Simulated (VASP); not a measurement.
Runs of VASP 6.6.1 on AlP. The structure is that of space group F-43m (No. 216), or close to it. The cells are those of the table. 

```csv
task,cell,gap on the mesh (eV),pressure (GPa)
single point,"a = 3.815 Å, angles 60.0°, 2 atoms",1.37,2.1
single point,"a = 3.576 Å, angles 60.0°, 2 atoms",0.90,30.2
relaxation of cell and atoms,"relaxed to 30 GPa from a = 3.842 Å, angles 60.0°, 2 atoms",(a),30.0
relaxation of cell and atoms,"relaxed to 2 GPa from a = 3.842 Å, angles 60.0°, 2 atoms",1.37,2.0
```

Alike in all rows: level LDA; potentials or basis VASP PAW LDA potentials, release 64 (Al, P); no spin polarisation; cutoff (eV) 500; smearing gaussian 0.01 eV.

Estimate the missing entries.

(a) 0.91.

Caveats: the cell is relaxed towards a set pressure, so the run minimises the enthalpy, not the energy (at least some runs); the cell stands under pressure (at least some runs).

A k mesh can miss the band edges.
